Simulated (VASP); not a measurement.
Here is a VASP 6.6.1 calculation.

Contents of INCAR:

```
SYSTEM = AlN
ALGO = Normal
EDIFF = 1E-6
EDIFFG = -0.02
ENCUT = 520
GGA = PE
IBRION = 2
ISIF = 2
ISMEAR = -1
LASPH = .True.
LCHARG = .False.
LREAL = .False.
LWAVE = .False.
NELM = 60
NSW = 80
PREC = Accurate
SIGMA = 0.02
```

The input KPOINTS:

```
k-points
0
Gamma
  11 11 6
  0 0 0
```

File POSCAR:

```
AlN
1.0
    3.1100000000      0.0000000000      0.0000000000
   -1.5550000000      2.6933390058      0.0000000000
    0.0000000000      0.0000000000      5.0298000000
Al N
2 2
Direct
    0.6666666667      0.3333333333      0.0000000000
    0.3333333333      0.6666666667      0.5000000000
    0.6666666667      0.3333333333      0.3820000000
    0.3333333333      0.6666666667      0.8820000000
```

Potentials or basis: VASP PAW PBE potentials, release 64 (Al, N).

The run is started by

```bash
$ cat potpaw_PBE.64/Al/POTCAR potpaw_PBE.64/N/POTCAR > POTCAR
$ mpirun -np 1 vasp_std > vasp.out
```

Problem. What does it give for the energy gained by relaxing?

Solution. 0.3 meV/atom.

Problem. Predict the band gap on the k mesh.

Solution. 4.18 eV.

Final structure:
```
Al N
1.0
     3.11000    0.00000    0.00000
    -1.55500    2.69334    0.00000
     0.00000    0.00000    5.02980
Al N
2 2
Direct
  0.66667 0.33333 0.00100
  0.33333 0.66667 0.50100
  0.66667 0.33333 0.38100
  0.33333 0.66667 0.88100
```

Caveat: the cell differs from its parent crystal (z stretched by +1 %). A k mesh can miss the band edges.
